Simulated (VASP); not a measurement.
# C (Imma) in VASP: notebook, part 2 of 2

VASP 6.6.1. The steps go on from the part before.

**3. Electric field gradients, PBE (xy shear strain of -3 %)**

INCAR

```
PREC = Accurate ; ENCUT = 520
EDIFF = 1E-8 ; ISMEAR = -1
SIGMA = 0.03 ; LREAL = False
LASPH = True ; NELM = 100
ALGO = Normal ; ISIF = 2
LWAVE = False ; LCHARG = False
GGA = PE ; LEFG = True
NBANDS = 11
```

KPOINTS

```
Automatic mesh
0
Gamma
  16 16 16
```

POSCAR

```
C
1.0
   -0.0267510000      1.7834000000      1.7834000000
    1.7834000000     -0.0267510000      1.7834000000
    1.7566490000      1.7566490000      0.0000000000
C
2
Direct
    0.5000000000      0.5000000000      0.5000000000
    0.7500000000      0.7500000000      0.7500000000
```

Potentials or basis: VASP PAW PBE potentials, release 64 (C).

Command:

```
> cat potpaw_PBE.64/C/POTCAR > POTCAR
> mpirun -np 1 vasp_std > vasp.out
```

OUTCAR:

```text
PREC = Accurate
   ENCUT = 520
   EDIFF = 1E-8
   ISMEAR = -1
   LREAL = False
   LASPH = True
   NELM = 100
   ISIF = 2
   GGA = PE

 ion  position               nearest neighbor table
   1  0.500  0.500  0.500-   2 1.53   2 1.53   2 1.56   2 1.56
   2  0.750  0.750  0.750-   1 1.53   1 1.53   1 1.56   1 1.56

  LATTYP: Found a body centered orthorhombic cell.
 ALAT       =     2.4842768401
 B/A-ratio  =     1.0304568528
 C/A-ratio  =     1.4357498095

  Lattice vectors:

 A1 = (   0.0267510000,  -1.7834000000,  -1.7834000000)
 A2 = (  -0.0267510000,   1.7834000000,  -1.7834000000)
 A3 = (   1.7834000000,  -0.0267510000,   1.7834000000)

Analysis of symmetry for initial positions (statically):
=====================================================================
 Subroutine PRICEL returns:
 Original cell was already a primitive cell.

 Routine SETGRP: Setting up the symmetry group for a
 body centered orthorhombic supercell.

 Subroutine GETGRP returns: Found  8 space group operations
 (whereof  4 operations were pure point group operations)
 out of a pool of  8 trial point group operations.

The static configuration has the point symmetry C_2v.
 The point group associated with its full space group is D_2h.

Analysis of symmetry for dynamics (positions and initial velocities):
=====================================================================
 Subroutine PRICEL returns:
 Original cell was already a primitive cell.

 Routine SETGRP: Setting up the symmetry group for a
 body centered orthorhombic supercell.

 Subroutine GETGRP returns: Found  8 space group operations
 (whereof  4 operations were pure point group operations)
 out of a pool of  8 trial point group operations.

[... 167 lines left out ...]
     11      36.2951      0.00000
[... 309 lines left out ...]
 k-point    24 :      -0.0625    0.0625    0.0000
  band No.  band energies     occupation
      1     -11.4710      2.00000
      2       8.3045      2.00000
      3       8.5572      2.00000
      4       9.5597      2.00000
      5      15.8364      0.00000
      6      16.0640      0.00000
      7      16.4604      0.00000
      8      23.3167      0.00000
      9      29.4798      0.00000
     10      33.2340      0.00000
     11      34.1291      0.00000

 [... further k-points ...]
[... 5 lines left out ...]
  --------------------------------------------------------------------------------------
  -------------------------------------------------------------------------------------
  Total        0.2191301      0.2191301      0.1815677      1.2110849      0.0000000      0.0000000
  in kB       30.9552351     30.9552351     25.6490079    171.0829081      0.0000000      0.0000000
  external PRESSURE =      29.1864927 kB  Pullay stress =       0.0000000 kB

 VOLUME and BASIS-vectors are now :
 -----------------------------------------------------------------------------
  energy-cutoff  :      520.00
  volume of cell :       11.34
      direct lattice vectors                 reciprocal lattice vectors
    -0.026751000  1.783400000  1.783400000    -0.276220050  0.276220050  0.280363351
     1.783400000 -0.026751000  1.783400000     0.276220050 -0.276220050  0.280363351
     1.756649000  1.756649000  0.000000000     0.284632844  0.284632844 -0.280363351

 POSITION                                       TOTAL-FORCE (eV/Angst)
 -----------------------------------------------------------------------------------
      1.75665      1.75665      1.78340        -0.000000     -0.000000     -0.096479
      2.63497      2.63497      2.67510         0.000000      0.000000      0.096479
 -----------------------------------------------------------------------------------
    total drift:                                0.000000     -0.000000      0.000000

  FREE ENERGIE OF THE ION-ELECTRON SYSTEM (eV)
  ---------------------------------------------------
  free  energy   TOTEN  =       -18.1670638062 eV

  energy  without entropy=      -18.1670638062  energy(sigma->0) =      -18.16706381

 Electric field gradients (V/A^2)
---------------------------------------------------------------------
 ion       V_xx      V_yy      V_zz      V_xy      V_xz      V_yz
---------------------------------------------------------------------
   1      -0.021    -0.021     0.042    -3.340     0.000     0.000
   2      -0.021    -0.021     0.042    -3.340     0.000     0.000
---------------------------------------------------------------------

 Electric field gradients after diagonalization (V/A^2)
 (convention: |V_zz| > |V_xx| > |V_yy|)
----------------------------------------------------------------------
 ion       V_xx      V_yy      V_zz     asymmetry (V_yy - V_xx)/ V_zz
----------------------------------------------------------------------
   1       3.319     0.042    -3.360       0.975
   2       3.319     0.042    -3.360       0.975
----------------------------------------------------------------------

           NMR quadrupolar parameters

 Cq : quadrupolar parameter    Cq=e*Q*V_zz/h
 eta: asymmetry parameters     (V_yy - V_xx)/ V_zz
 Q  : nuclear electric quadrupole moment in mb (millibarn)
----------------------------------------------------------------------
 ion       Cq(MHz)       eta       Q (mb)
----------------------------------------------------------------------
   1      -0.008       0.975       1.000
   2      -0.008       0.975       1.000
----------------------------------------------------------------------
```

OSZICAR:

```text
N       E                     dE             d eps       ncg     rms          rms(c)
DAV:   1     0.114461487829E+01    0.11446E+01   -0.47806E+03 14328   0.698E+02
DAV:   2    -0.184615985303E+02   -0.19606E+02   -0.19035E+02 17965   0.128E+02
DAV:   3    -0.188086178998E+02   -0.34702E+00   -0.34623E+00 15993   0.131E+01
DAV:   4    -0.188091649123E+02   -0.54701E-03   -0.54700E-03 14682   0.654E-01
DAV:   5    -0.188091655479E+02   -0.63563E-06   -0.63560E-06 15696   0.209E-02    0.557E+00
DAV:   6    -0.183272381505E+02    0.48193E+00   -0.25247E-01 13974   0.354E+00    0.332E+00
DAV:   7    -0.181651838352E+02    0.16205E+00   -0.30934E-01 14799   0.397E+00    0.761E-01
DAV:   8    -0.181670028183E+02   -0.18190E-02   -0.87405E-03 14355   0.700E-01    0.433E-02
DAV:   9    -0.181670424138E+02   -0.39595E-04   -0.61043E-05 16548   0.633E-02    0.246E-02
DAV:  10    -0.181670636951E+02   -0.21281E-04   -0.15474E-05 14744   0.346E-02    0.532E-03
DAV:  11    -0.181670638134E+02   -0.11829E-06   -0.43366E-07 16773   0.599E-03    0.968E-04
DAV:  12    -0.181670638062E+02    0.71462E-08   -0.15434E-08 14409   0.113E-03
   1 F= -.18167064E+02 E0= -.18167064E+02  d E =-.880648E-12
```

It took 39 s on 1 thread of Intel Xeon Platinum 8488C (Sapphire Rapids), shared host; peak memory 0.16 GiB.

Results:

* Free energy: -18.1671 eV
* Pressure: 2.9 GPa
* Largest force: 0.096 eV/Å
* Band gap on the k mesh: 4.02 eV (least direct gap 5.13 eV)
* Largest electric field gradient by atom: C -3.4 V/Å²

Forces in eV/Å, atoms in the order of the input:
```
C    0.000  0.000 -0.096
C    0.000  0.000  0.096
```

Levels at points of the mesh, in eV from the valence-band top:
| k point | band 1 | band 2 | band 3 | band 4 | band 5 | band 6 | band 7 | band 8 | band 9 |
| --- | --- | --- | --- | --- | --- | --- | --- | --- | --- |
| (0.00, 0.00, 0.00) | -21.49 | -0.03 | -0.01 | 0.00 | 5.13 | 5.53 | 6.04 | 13.39 | 19.30 |
| (0.50, 0.00, 0.00) | -15.93 | -13.37 | -2.70 | -2.64 | 8.18 | 8.79 | 9.30 | 15.70 | 21.80 |
| (0.50, 0.50, 0.00) | -12.95 | -12.61 | -6.61 | -6.00 | 4.17 | 5.35 | 16.78 | 16.83 | 22.92 |
| (0.00, 0.00, 0.50) | -15.50 | -13.40 | -2.98 | -2.90 | 8.13 | 8.25 | 8.86 | 15.66 | 21.84 |
| (0.50, 0.00, 0.50) | -12.78 | -12.78 | -6.30 | -6.30 | 4.75 | 4.75 | 16.75 | 16.75 | 23.28 |

Electric field gradients, principal values (V/Å²):
```tsv
atom	least	middle	greatest (by size)
1 C	0.042	3.319	-3.360
2 C	0.042	3.319	-3.360
```

Caveat: the cell differs from its parent crystal (xy shear strain of -3 %); without QUAD_EFG the Cq values of the log hold for a quadrupole moment of 1 mb, not for the nuclei.

**4. Electric field gradients, PBE (xy shear strain of +1.5 %)**

INCAR

```
SYSTEM = C
ALGO = Normal ; EDIFF = 1E-8
ENCUT = 520 ; GGA = PE
ISIF = 2 ; ISMEAR = -1
LASPH = .TRUE. ; LCHARG = .FALSE.
LEFG = .TRUE. ; LREAL = .FALSE.
LWAVE = .FALSE. ; NBANDS = 11
NELM = 100 ; PREC = Accurate
SIGMA = 0.03
```

KPOINTS

```
k-points
0
G
  16 16 16
  0 0 0
```

POSCAR

```
C
1.0
    0.0133755000      1.7834000000      1.7834000000
    1.7834000000      0.0133755000      1.7834000000
    1.7967755000      1.7967755000      0.0000000000
C
2
Direct
    0.5000000000      0.5000000000      0.5000000000
    0.7500000000      0.7500000000      0.7500000000
```

Potentials or basis: VASP PAW PBE potentials, release 64 (C).

Command:

```
> cat potpaw_PBE.64/C/POTCAR > POTCAR
> mpirun -np 1 vasp_std > vasp.out
```

OUTCAR:

```text
SYSTEM = C
   EDIFF = 1E-8
   ENCUT = 520
   GGA = PE
   ISIF = 2
   ISMEAR = -1
   LASPH = .TRUE.
   LREAL = .FALSE.
   NELM = 100
   PREC = Accurate

 ion  position               nearest neighbor table
   1  0.500  0.500  0.500-   2 1.54   2 1.54   2 1.55   2 1.55
   2  0.750  0.750  0.750-   1 1.54   1 1.54   1 1.55   1 1.55

  LATTYP: Found a body centered orthorhombic cell.
 ALAT       =     2.5031926536
 B/A-ratio  =     1.0151133501
 C/A-ratio  =     1.4249003147

  Lattice vectors:

 A1 = (   1.7834000000,   0.0133755000,  -1.7834000000)
 A2 = (  -1.7834000000,  -0.0133755000,  -1.7834000000)
 A3 = (   0.0133755000,   1.7834000000,   1.7834000000)

Analysis of symmetry for initial positions (statically):
=====================================================================
 Subroutine PRICEL returns:
 Original cell was already a primitive cell.

 Routine SETGRP: Setting up the symmetry group for a
 body centered orthorhombic supercell.
[... 527 lines left out ...]
      direct lattice vectors                 reciprocal lattice vectors
     0.013375500  1.783400000  1.783400000    -0.282481966  0.282481966  0.280363351
     1.783400000  0.013375500  1.783400000     0.282481966 -0.282481966  0.280363351
     1.796775500  1.796775500  0.000000000     0.278276279  0.278276279 -0.280363351

 POSITION                                       TOTAL-FORCE (eV/Angst)
 -----------------------------------------------------------------------------------
      1.79678      1.79678      1.78340         0.000000      0.000000      0.048079
      2.69516      2.69516      2.67510        -0.000000     -0.000000     -0.048079
 -----------------------------------------------------------------------------------
    total drift:                                0.000000     -0.000000      0.000000

  FREE ENERGIE OF THE ION-ELECTRON SYSTEM (eV)
  ---------------------------------------------------
  free  energy   TOTEN  =       -18.1807145222 eV

  energy  without entropy=      -18.1807145222  energy(sigma->0) =      -18.18071452

 Electric field gradients (V/A^2)
---------------------------------------------------------------------
 ion       V_xx      V_yy      V_zz      V_xy      V_xz      V_yz
---------------------------------------------------------------------
   1      -0.005    -0.005     0.010     1.669    -0.000    -0.000
   2      -0.005    -0.005     0.010     1.669    -0.000    -0.000
---------------------------------------------------------------------

 Electric field gradients after diagonalization (V/A^2)
 (convention: |V_zz| > |V_xx| > |V_yy|)
----------------------------------------------------------------------
 ion       V_xx      V_yy      V_zz     asymmetry (V_yy - V_xx)/ V_zz
----------------------------------------------------------------------
   1       1.664     0.010    -1.674       0.988
   2       1.664     0.010    -1.674       0.988
----------------------------------------------------------------------

           NMR quadrupolar parameters

 Cq : quadrupolar parameter    Cq=e*Q*V_zz/h
 eta: asymmetry parameters     (V_yy - V_xx)/ V_zz
 Q  : nuclear electric quadrupole moment in mb (millibarn)
----------------------------------------------------------------------
 ion       Cq(MHz)       eta       Q (mb)
----------------------------------------------------------------------
   1      -0.004       0.988       1.000
   2      -0.004       0.988       1.000
----------------------------------------------------------------------
```

OSZICAR:

```text
N       E                     dE             d eps       ncg     rms          rms(c)
DAV:   1     0.139133947708E+01    0.13913E+01   -0.47601E+03 14389   0.697E+02
DAV:   2    -0.184463115555E+02   -0.19838E+02   -0.19217E+02 17902   0.129E+02
DAV:   3    -0.188196865507E+02   -0.37337E+00   -0.37241E+00 15995   0.134E+01
DAV:   4    -0.188203037316E+02   -0.61718E-03   -0.61717E-03 14663   0.675E-01
DAV:   5    -0.188203044340E+02   -0.70232E-06   -0.70230E-06 15665   0.215E-02    0.556E+00
DAV:   6    -0.183403338669E+02    0.47997E+00   -0.25074E-01 13953   0.353E+00    0.332E+00
DAV:   7    -0.181788372409E+02    0.16150E+00   -0.30726E-01 14766   0.395E+00    0.759E-01
DAV:   8    -0.181806525688E+02   -0.18153E-02   -0.86392E-03 14307   0.695E-01    0.435E-02
DAV:   9    -0.181806934582E+02   -0.40889E-04   -0.61484E-05 16599   0.632E-02    0.246E-02
DAV:  10    -0.181807144934E+02   -0.21035E-04   -0.15531E-05 14718   0.347E-02    0.538E-03
DAV:  11    -0.181807145640E+02   -0.70636E-07   -0.31979E-07 16755   0.511E-03    0.553E-04
DAV:  12    -0.181807145370E+02    0.26995E-07   -0.11362E-08 14923   0.104E-03    0.142E-04
DAV:  13    -0.181807145252E+02    0.11869E-07   -0.80469E-10  7593   0.257E-04    0.336E-05
DAV:  14    -0.181807145222E+02    0.29721E-08   -0.11912E-10  7125   0.110E-04
   1 F= -.18180715E+02 E0= -.18180715E+02  d E =-.107340E-11
```

stdout:

```text
POSCAR found type information on POSCAR C
 POSCAR found :  1 types and       2 ions
 scaLAPACK will be used
 LDA part: xc-table for (Slater+PW92), standard interpolation
 POSCAR, INCAR and KPOINTS ok, starting setup
 FFT: planning ... GRIDC
 FFT: planning ... GRID_SOFT
 FFT: planning ... GRID
 WAVECAR not read
 entering main loop
ion   1

ion   2
```

It took 43 s on 1 thread of Intel Xeon Platinum 8488C (Sapphire Rapids), shared host; peak memory 0.17 GiB.

Results:

```
Free energy                             : -18.1807 eV
Pressure                                : 2.6 GPa
Largest force                           : 0.048 eV/Å
Band gap on the k mesh                  : 4.10 eV (least direct gap 5.36 eV)
Largest electric field gradient by atom : C -1.7 V/Å²
```

Forces on the atoms (eV/Å):
```
C    0.000  0.000  0.048
C    0.000  0.000 -0.048
```

Stress tensor (GPa, compression positive):
```
 2.60 -8.55  0.00
-8.55  2.60  0.00
 0.00  0.00  2.47
```

Electric field gradients, principal values (V/Å²):
| atom | least | middle | greatest (by size) |
| --- | --- | --- | --- |
| 1 C | 0.010 | 1.664 | -1.674 |
| 2 C | 0.010 | 1.664 | -1.674 |

Caveat: the cell differs from its parent crystal (xy shear strain of +1.5 %); without QUAD_EFG the Cq values of the log hold for a quadrupole moment of 1 mb, not for the nuclei. A k mesh can miss the band edges.
